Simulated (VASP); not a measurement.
# Te2Mo in VASP: notebook

The runs below take Te2Mo through single point, with PBE+D3(BJ).

All numbers are computed with VASP 6.6.1; they aren't measurements. Logs are shortened: lines on timing, memory, paths and dates and some standing lists are left out, and cuts for length are marked.

## 1. The cell of the first run

The cell holds a slab with vacuum, 6 atoms: a = 3.504 Å, b = 3.504 Å, c = 24.768 Å, α = 90.00°, β = 90.00°, γ = 120.00°.

## 2. Single point, PBE+D3(BJ) (layers slid over each other)

Contents of INCAR:

```
SYSTEM = Te2Mo
  ALGO = Normal
  DIPOL = 0.5 0.5 0.399
  EDIFF = 1E-6
  ENCUT = 520
  GGA = PE
  IDIPOL = 3
  ISIF = 2
  ISMEAR = 0
  IVDW = 12
  LASPH = .TRUE.
  LCHARG = .TRUE.
  LDIPOL = .TRUE.
  LELF = .TRUE.
  LREAL = .FALSE.
  LVACPOTAV = .TRUE.
  LVHAR = .TRUE.
  LWAVE = .FALSE.
  NBANDS = 35
  NELM = 60
  PREC = Accurate
  SIGMA = 0.05
```

Contents of KPOINTS:

```
k-points
0
G
  9 9 1
  0 0 0
```

Contents of POSCAR:

```
Te2Mo
1.0
    3.5038816881      0.0000000000      0.0000000000
   -1.7519408440      3.0344505538      0.0000000000
    0.0000000000      0.0000000000     24.7677198395
Te Mo
4 2
Direct
    0.3333333333      0.6666666667      0.1816881017
    0.3333333333      0.6666666667      0.3284056818
    0.5000000000      1.0000000000      0.4689111470
    0.5000000000      1.0000000000      0.6156287272
    0.6666666667      0.3333333333      0.2550468917
    0.8333333333      0.6666666667      0.5422699371
```

Potentials or basis: VASP PAW PBE potentials, release 64 (Te, Mo_sv).

Launch:

```
$ cat potpaw_PBE.64/Te/POTCAR potpaw_PBE.64/Mo_sv/POTCAR > POTCAR
$ mpirun -np 1 vasp_std > vasp.out
```

OUTCAR:

```text
SYSTEM = Te2Mo
   EDIFF = 1E-6
   ENCUT = 520
   GGA = PE
   ISIF = 2
   ISMEAR = 0
   IVDW = 12
   LASPH = .TRUE.
   LREAL = .FALSE.
   NELM = 60
   PREC = Accurate
 IVDW          = 12

 ion  position               nearest neighbor table
   1  0.333  0.667  0.182-   5 2.72   5 2.72   5 2.72   2 3.63
   2  0.333  0.667  0.328-   5 2.72   5 2.72   5 2.72   3 3.62   1 3.63
   3  0.500  0.000  0.469-   6 2.72   6 2.72   6 2.72   2 3.62   4 3.63
   4  0.500  0.000  0.616-   6 2.72   6 2.72   6 2.72   3 3.63
   5  0.667  0.333  0.255-   1 2.72   1 2.72   1 2.72   2 2.72   2 2.72   2 2.72
   6  0.833  0.667  0.542-   4 2.72   3 2.72   4 2.72   3 2.72   4 2.72   3 2.72

  LATTYP: Found a hexagonal cell.
 ALAT       =     3.5038816881
 C/A-ratio  =     7.0686518679

  Lattice vectors:

 A1 = (   3.5038816881,   0.0000000000,   0.0000000000)
 A2 = (  -1.7519408440,   3.0344505538,   0.0000000000)
 A3 = (   0.0000000000,   0.0000000000,  24.7677198395)

Analysis of symmetry for initial positions (statically):
=====================================================================
 Subroutine PRICEL returns:
 Original cell was already a primitive cell.

 Routine SETGRP: Setting up the symmetry group for a
 hexagonal supercell.

 Subroutine GETGRP returns: Found  2 space group operations
 (whereof  2 operations were pure point group operations)
 out of a pool of 24 trial point group operations.

The static configuration has the point symmetry C_1h.

Analysis of symmetry for dynamics (positions and initial velocities):
=====================================================================
 Subroutine PRICEL returns:
 Original cell was already a primitive cell.

 Routine SETGRP: Setting up the symmetry group for a
 hexagonal supercell.

 Subroutine GETGRP returns: Found  2 space group operations
 (whereof  2 operations were pure point group operations)
 out of a pool of 24 trial point group operations.

The dynamic configuration has the point symmetry C_1h.

 Subroutine INISYM returns: Found  2 space group operations
 (whereof  2 operations are pure point group operations),
 and found     1 'primitive' translations

----------------------------------------------------------------------------------------

                                     Primitive cell

  volume of cell :     263.3392

  direct lattice vectors                    reciprocal lattice vectors
     3.503881688  0.000000000  0.000000000     0.285397764  0.164774476  0.000000000
    -1.751940844  3.034450554  0.000000000     0.000000000  0.329548952  0.000000000
     0.000000000  0.000000000 24.767719839     0.000000000  0.000000000  0.040375134

  length of vectors
     3.503881688  3.503881688 24.767719839     0.329548952  0.329548952  0.040375134

  position of ions in fractional coordinates (direct lattice)
     0.333333333  0.666666667  0.181688102
     0.333333333  0.666666667  0.328405682
     0.500000000  0.000000000  0.468911147
     0.500000000  0.000000000  0.615628727
     0.666666667  0.333333333  0.255046892
     0.833333333  0.666666667  0.542269937

  ion indices of the primitive-cell ions
   primitive index   ion index
                 1           1
                 2           2
                 3           3
                 4           4
                 5           5
                 6           6

----------------------------------------------------------------------------------------

 KPOINTS: k-points

Automatic generation of k-mesh.
 Grid dimensions read from file:
 generate k-points for:    9    9    1

 Generating k-lattice:

  Cartesian coordinates                     Fractional coordinates (reciprocal lattice)
     0.031710863  0.018308275  0.000000000     0.111111111  0.000000000  0.000000000
     0.000000000  0.036616550  0.000000000     0.000000000  0.111111111  0.000000000
     0.000000000  0.000000000  0.040375134     0.000000000  0.000000000  1.000000000

  Length of vectors
     0.036616550  0.036616550  0.040375134

  Shift w.r.t. Gamma in fractional coordinates (k-lattice)
     0.000000000  0.000000000  0.000000000

 Subroutine IBZKPT returns following result:
 ===========================================

 Found     25 irreducible k-points:

 Following reciprocal coordinates:
            Coordinates               Weight
  0.000000  0.000000  0.000000      1.000000
  0.111111  0.000000  0.000000      4.000000
  0.000000  0.111111  0.000000      2.000000
  0.222222 -0.000000  0.000000      4.000000
  0.000000  0.222222  0.000000      2.000000
  0.333333  0.000000  0.000000      4.000000
[... 16 lines left out ...]
 -0.222222 -0.444444  0.000000      4.000000
  0.444444  0.333333  0.000000      4.000000
   k-points           NKPTS =     25   k-points in BZ     NKDIM =     25   number of bands    NBANDS=     35
   number of dos      NEDOS =    301   number of ions     NIONS =      6
   total plane-waves  NPLWV = 150528
   dimension x,y,z NGX =    28 NGY =   28 NGZ =  192
   dimension x,y,z NGXF=    56 NGYF=   56 NGZF=  384
   ions per type =               4   2
   NGX,Y,Z   is equivalent  to a cutoff of  13.28, 13.28, 12.89 a.u.
   NGXF,Y,Z  is equivalent  to a cutoff of  26.57, 26.57, 25.77 a.u.
 SYSTEM =  Te2Mo
   PREC   = accura    normal or accurate (medium, high low for compatibility)
   ISTART =      0    job   : 0-new  1-cont  2-samecut
   ICHARG =      2    charge: 1-file 2-atom 10-const
   ISPIN  =      1    spin polarized calculation?
   LNONCOLLINEAR =      F non collinear calculations
   LSORBIT =      F    spin-orbit coupling
   LASPH  =      T    aspherical Exc in radial PAW
   ENCUT  =  520.0 eV  38.22 Ry    6.18 a.u.   6.51  6.51 46.05*2*pi/ulx,y,z
   NELM   =     60;   NELMIN=  2; NELMDL= -5     # of ELM steps
   EDIFF  = 0.1E-05   stopping-criterion for ELM
   LREAL  =      F    real-space projection
   EDIFFG = 0.1E-04   stopping-criterion for IOM
   NSW    =      0    number of steps for IOM
   IBRION =     -1    ionic relax: 0-MD 1-quasi-New 2-CG
   NFREE  =      0    steps in history (QN), initial steepest desc. (CG)
   ISIF   =      2    stress and relaxation
   ISYM   =      2    0-nonsym 1-usesym 2-fastsym
   POTIM  = 0.5000    time-step for ionic-motion
   TEBEG  =    0.0;   TEEND  =   0.0 temperature during run
   PSTRESS=    0.0 pullay stress
   NELECT =      52.0000    total number of electrons
   NUPDOWN=      -1.0000    fix difference up-down
   EMIN   =  10.00;   EMAX   =-10.00  energy-range for DOS
   EFERMI =   0.00;   METHOD = LEGACY
   ISMEAR =     0;   SIGMA  =   0.05  broadening in eV -4-tet -1-fermi 0-gaus
   EFERMI_NEDOS =   21; number of points for ismear=-14 and -15
   IALGO  =     38    algorithm
   IMIX   =      4    mixing-type and parameters
     AMIX     =   0.40;   BMIX     =  1.00
     AMIX_MAG =   1.60;   BMIX_MAG =  1.00
  volume/ion in A,a.u.               =      43.89       296.18
  Fermi-wavevector in a.u.,A,eV,Ry     =   0.953317  1.801508 12.365161  0.908814
  Thomas-Fermi vector in A             =   2.081961
   LORBIT       =      0    0 simple, 1 ext, 2 COOP (PROOUT), +10 PAW based schemes
   GGA     = PE    functional components
   LHFCALC =     F    Hartree Fock is set to
   AEXX    =    0.0000 exact exchange contribution
   IVDW    =    12    specifies the selected vdW correction
   LEPSILON=     F    determine dielectric tensor
   LRPA    =     F    only Hartree local field effects (RPA)
 non-spin polarized calculation
 Gauss-broadening in eV      SIGMA  =   0.05
  energy-cutoff  :      520.00
  volume of cell :      263.34
 maximum number of plane-waves:      7173
 NGX is ok and might be reduce to    28
   NGX = 13   NGY = 13   NGZ = 93

 dipolmoment           0.000000      0.000000     -0.000000 electrons x Angstroem

 number of electron      51.9999999 magnetization

 dipolmoment           0.000000      0.000000      0.001204 electrons x Angstroem

 Free energy of the ion-electron system (eV)
  ---------------------------------------------------
  ext. energy  EPLUGINS =         0.00000000
  ---------------------------------------------------
  free energy    TOTEN  =       -35.90230778 eV

  energy without entropy =      -35.90230778  energy(sigma->0) =      -35.90230778

 E-fermi :   2.7246     XC(G=0):  -6.3896

 val. band max:        2.5025998843   @ k =   0.3333   0.3333   0.0000
 cond. band min:       3.5687651513   @ k =  -0.4444   0.2222   0.0000
 fundamental gap:      1.0661652670
 Fermi energy:         2.7246096335

 k-point     1 :       0.0000    0.0000    0.0000
  band No.  band energies     occupation
      1     -58.1872      2.00000
      2     -58.1694      2.00000
      3     -32.3663      2.00000
      4     -32.3478      2.00000
      5     -32.2206      2.00000
      6     -32.2187      2.00000
[... 27 lines left out ...]
     34       5.9864      0.00000
     35       6.6685      0.00000

 k-point     2 :       0.1111    0.0000    0.0000
  band No.  band energies     occupation
      1     -58.1860      2.00000
      2     -58.1682      2.00000
      3     -32.3628      2.00000
      4     -32.3443      2.00000
      5     -32.2351      2.00000
      6     -32.2237      2.00000
[... 27 lines left out ...]
     34       5.7971      0.00000
     35       6.9063      0.00000

 k-point     3 :       0.0000    0.1111    0.0000
  band No.  band energies     occupation
      1     -58.1860      2.00000
      2     -58.1682      2.00000
      3     -32.3628      2.00000
      4     -32.3444      2.00000
      5     -32.2365      2.00000
      6     -32.2224      2.00000
[... 27 lines left out ...]
     34       5.8565      0.00000
     35       6.9082      0.00000
[... 723 lines left out ...]
 k-point    23 :      -0.2222   -0.4444    0.0000
  band No.  band energies     occupation
      1     -58.1762      2.00000
      2     -58.1584      2.00000
      3     -32.3370      2.00000
      4     -32.3326      2.00000
      5     -32.3211      2.00000
      6     -32.3114      2.00000
[... 27 lines left out ...]
     34       6.4574      0.00000
     35       7.1743      0.00000

 k-point    24 :       0.4444    0.3333    0.0000
  band No.  band energies     occupation
      1     -58.1762      2.00000
      2     -58.1584      2.00000
      3     -32.3350      2.00000
      4     -32.3332      2.00000
      5     -32.3185      2.00000
      6     -32.3150      2.00000
[... 27 lines left out ...]
     34       6.5725      0.00000
     35       6.9747      0.00000

 [... further k-points ...]

------------------------ aborting loop because EDIFF is reached ----------------------------------------

 Edisp (eV)   -2.78851

 E8    (eV) :    -1.3191

  FORCE on cell =-STRESS in cart. coord.  units (eV):
  Direction    XX          YY          ZZ          XY          YZ          ZX
  --------------------------------------------------------------------------------------
  -------------------------------------------------------------------------------------
  Total      -0.21572    -0.01024     0.52766    -0.00000     0.74812     0.00000
  in kB      -1.31245    -0.06228     3.21033    -0.00000     4.55162     0.00000
  external pressure =        0.61 kB  Pullay stress =        0.00 kB

 VOLUME and BASIS-vectors are now :
 -----------------------------------------------------------------------------
  energy-cutoff  :      520.00
  volume of cell :      263.34
      direct lattice vectors                 reciprocal lattice vectors
     3.503881688  0.000000000  0.000000000     0.285397764  0.164774476  0.000000000
    -1.751940844  3.034450554  0.000000000     0.000000000  0.329548952  0.000000000
     0.000000000  0.000000000 24.767719839     0.000000000  0.000000000  0.040375134

 POSITION                                       TOTAL-FORCE (eV/Angst)
 -----------------------------------------------------------------------------------
     -0.00000      2.02297      4.50000         0.000000      0.006314      0.004899
     -0.00000      2.02297      8.13386        -0.000000     -0.145240     -0.122390
      1.75194      0.00000     11.61386         0.000000      0.142195      0.131697
      1.75194      0.00000     15.24772        -0.000000     -0.000957      0.002244
      1.75194      1.01148      6.31693        -0.000000     -0.042018     -0.030214
      1.75194      2.02297     13.43079         0.000000      0.039705      0.013764
 -----------------------------------------------------------------------------------
    total drift:                               -0.000000      0.000345      0.000170

  FREE ENERGIE OF THE ION-ELECTRON SYSTEM (eV)
  ---------------------------------------------------
  free  energy   TOTEN  =       -38.6908175552 eV

  energy  without entropy=      -38.6908175552  energy(sigma->0) =      -38.69081756

 vacuum level on the upper side and lower side of the slab         7.326         7.306
```

Run time: 4.3 min. Hardware: 1 thread of Intel Xeon Platinum 8488C (Sapphire Rapids), shared host; peak memory 0.47 GiB.

Results:

| Property | Result |
| --- | --- |
| Free energy | -38.6908 eV |
| Largest force | 0.194 eV/Å |
| Band gap on the k mesh | 1.07 eV (least direct gap 1.14 eV) |
| Dispersion energy per atom | -0.465 eV |

Forces on the atoms (eV/Å):
```
Te   0.000  0.006  0.005
Te   0.000 -0.145 -0.122
Te   0.000  0.142  0.132
Te   0.000 -0.001  0.002
Mo   0.000 -0.042 -0.030
Mo   0.000  0.040  0.014
```

Caveat: the cell differs from its parent crystal (layers slid over each other); spin-orbit coupling is left out, which moves the levels of the heavy elements.

## 3. Single point, PBE+D3(BJ) (layers slid over each other)

INCAR is that of step 2.

KPOINTS is that of step 2.

Contents of POSCAR:

```
Te2Mo
1.0
    3.5038814672      0.0000000000      0.0000000000
   -1.7519407336      3.0344503624      0.0000000000
    0.0000000000      0.0000000000     24.7677196825
Te Mo
4 2
Direct
    0.3333333333      0.6666666667      0.1816881028
    0.3333333333      0.6666666667      0.3284056807
    0.5000000000      1.0000000000      0.4689111469
    0.5000000000      1.0000000000      0.6156287247
    0.6666666667      0.3333333333      0.2550468917
    0.8333333333      0.6666666667      0.5422699358
```

Potentials or basis: VASP PAW PBE potentials, release 64 (Te, Mo_sv).

Launch:

```
$ cat potpaw_PBE.64/Te/POTCAR potpaw_PBE.64/Mo_sv/POTCAR > POTCAR
$ mpirun -np 1 vasp_std > vasp.out
```

Wall time 11 min (1 thread of Oxide Virtual Turin-like, shared host); peak memory 0.44 GiB.

The run converged. Its results:

* Free energy: -38.6908 eV
* Largest force: 0.194 eV/Å
* Band gap on the k mesh: 1.07 eV (least direct gap 1.14 eV)
* Dispersion energy per atom: -0.465 eV

Forces in eV/Å, atoms in the order of the input:
```
Te   0.000  0.006  0.005
Te   0.000 -0.145 -0.122
Te   0.000  0.142  0.132
Te   0.000 -0.001  0.002
Mo   0.000 -0.042 -0.030
Mo   0.000  0.040  0.014
```

Levels at points of the mesh, in eV from the valence-band top:
```csv
k point,band 23,band 24,band 25,band 26,band 27,band 28,band 29,band 30
"(0.00, 0.00, 0.00)",-0.85,-0.85,-0.75,-0.04,3.10,3.13,3.17,3.20
```

Caveat: the cell differs from its parent crystal (layers slid over each other); spin-orbit coupling is left out, which moves the levels of the heavy elements.
